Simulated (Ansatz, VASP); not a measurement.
**One calculation of Rh, two programs**

```
CELL_PARAMETERS angstrom
-2.60857 2.99983 1.27614
2.99983 -2.60857 1.27614
1.82438 1.82438 -0.55955
ATOMIC_POSITIONS crystal
Rh 0.01016 0.98984 0.00000
Rh 0.73984 0.26016 0.50000
```

Alike in both runs: task single point; functional PBEsol; k mesh 14 × 14 × 13; occupations fermi-dirac, width 0.1 eV; no spin polarisation.

|  | VASP | Ansatz |
| --- | --- | --- |
| version | VASP 6.6.1 | Ansatz 0.2.0 |
| potentials or method | VASP PAW PBE potentials, release 64 (Rh_pv), cutoff 520 eV | plane waves (420 eV) with PAW, scalar-relativistic |
| valence electrons in the cell | 30 | 34 |

VASP gave:

```
pressure (GPa)                                                : 11.7
traceless stress, the component that is largest in VASP (GPa) : -1.21
```

Q: Which values does Ansatz return?

A: Pressure (GPa): 11.8; traceless stress, the component that is largest in VASP (GPa): -1.20.

VASP's potentials were made for PBE, not for PBEsol, and Ansatz warns of the same on its side. VASP's potentials hold 30 valence electrons a cell and Ansatz's 34, so a difference there can come from the potentials and not from the codes.
